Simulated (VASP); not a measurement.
Here is a VASP 6.6.1 calculation.

Contents of POSCAR:

```
NaF
1.0
    0.0000000000      2.3233000000      2.2536010000
    2.3233000000      0.0000000000      2.2536010000
    2.3233000000      2.3233000000      0.0000000000
Na F
1 1
Direct
    0.0000000000      0.0000000000      0.0000000000
    0.5000000000      0.5000000000      0.5000000000
```

INCAR.step1

```
SYSTEM = NaF
PREC     = Accurate       ! precision mode
ENCUT    = 520            ! plane-wave cutoff, eV
ISMEAR   = 0              ! smearing method
SIGMA    = 0.05           ! smearing width, eV
LREAL    = .False.        ! projectors in reciprocal space
LASPH    = .True.         ! aspherical terms in the spheres
NELM     = 100            ! most SCF steps
NBANDS   = 14             ! bands
GGA      = PE             ! functional
ALGO     = Normal         ! electronic algorithm
EDIFF    = 1E-4           ! SCF threshold, eV
LWAVE    = .True.         ! write WAVECAR
LCHARG   = .False.        ! write CHGCAR
```

The input INCAR.step2:

```
SYSTEM = NaF
PREC     = Accurate       ! precision mode
ENCUT    = 520            ! plane-wave cutoff, eV
EDIFF    = 1E-6           ! SCF threshold, eV
ISMEAR   = 0              ! smearing method
SIGMA    = 0.05           ! smearing width, eV
LREAL    = .False.        ! projectors in reciprocal space
LASPH    = .True.         ! aspherical terms in the spheres
NELM     = 100            ! most SCF steps
ALGO     = Normal         ! electronic algorithm
ISIF     = 2              ! what is computed and relaxed
LWAVE    = .False.        ! write WAVECAR
LCHARG   = .False.        ! write CHGCAR
METAGGA  = R2SCAN         ! meta-GGA
LMIXTAU  = .True.       
NBANDS   = 14             ! bands
ISTART   = 1
```

KPOINTS

```
regular mesh
0
Gamma
  8 8 8
  0 0 0
```

Potentials or basis: VASP PAW PBE potentials, release 64 (Na_pv, F).

Run with:

```sh
$ cat potpaw_PBE.64/Na_pv/POTCAR potpaw_PBE.64/F/POTCAR > POTCAR
$ cp INCAR.step1 INCAR
$ mpirun -np 1 vasp_std > vasp.out
$ cp INCAR.step2 INCAR
$ mpirun -np 1 vasp_std > vasp.out
```

Question: Estimate the pressure.

Answer: -0.7 GPa.

Question: Predict the band gap on the k mesh.

Answer: 7.30 eV, direct.

Stress tensor (GPa, compression positive):
```
-1.70  0.00  0.00
 0.00 -1.70  0.00
 0.00  0.00  1.31
```

Caveat: the cell differs from its parent crystal (strain +0.000 along x and y, -0.030 along z); the PAW data sets were made with another functional, which shifts forces and pressure a little.
